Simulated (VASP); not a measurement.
Here is a VASP 6.6.1 calculation.

INCAR

```
SYSTEM = Cu2Ni3
PREC = Accurate
ENCUT = 520
EDIFF = 1E-6
ISMEAR = 0
SIGMA = 0.1
LREAL = .False.
LASPH = .True.
NELM = 150
ALGO = Fast
ISIF = 2
LWAVE = .False.
LCHARG = .False.
ISPIN = 2
MAGMOM = 0 0 0.46 0.46 0.46
LORBIT = 11
LMAXMIX = 4
GGA = PE
NBANDS = 38
```

File KPOINTS:

```
regular mesh
0
Gamma
  6 6 6
  0 0 0
```

POSCAR

```
Cu2Ni3
1.0
    1.2544401000      0.7242513000     10.3139612000
   -1.2544401000      0.7242513000     10.3139612000
    0.0000000000     -1.4485026000     10.3139612000
Cu Ni
2 3
Direct
    0.0997520000      0.0997520000      0.0997520000
    0.9002480000      0.9002480000      0.9002480000
    0.6990660000      0.6990660000      0.6990660000
    0.3009340000      0.3009340000      0.3009340000
    0.5000000000      0.5000000000      0.5000000000
```

Potentials or basis: VASP PAW PBE potentials, release 64 (Cu, Ni).

Command:

```sh
$ cat potpaw_PBE.64/Cu/POTCAR potpaw_PBE.64/Ni/POTCAR > POTCAR
$ mpirun -np 1 vasp_std > vasp.out
```

Question: What does it give for the largest force?

Answer: 0.059 eV/Å.

Question: Predict the site moments.

Answer: Cu +0.00; Ni +0.51, +0.05 μB.

Forces on the atoms (eV/Å):
```
Cu   0.000  0.000  0.019
Cu   0.000  0.000 -0.019
Ni   0.000  0.000 -0.059
Ni   0.000  0.000  0.059
Ni   0.000  0.000  0.000
```

Caveat: the k points lie up to 0.48 Å⁻¹ apart.
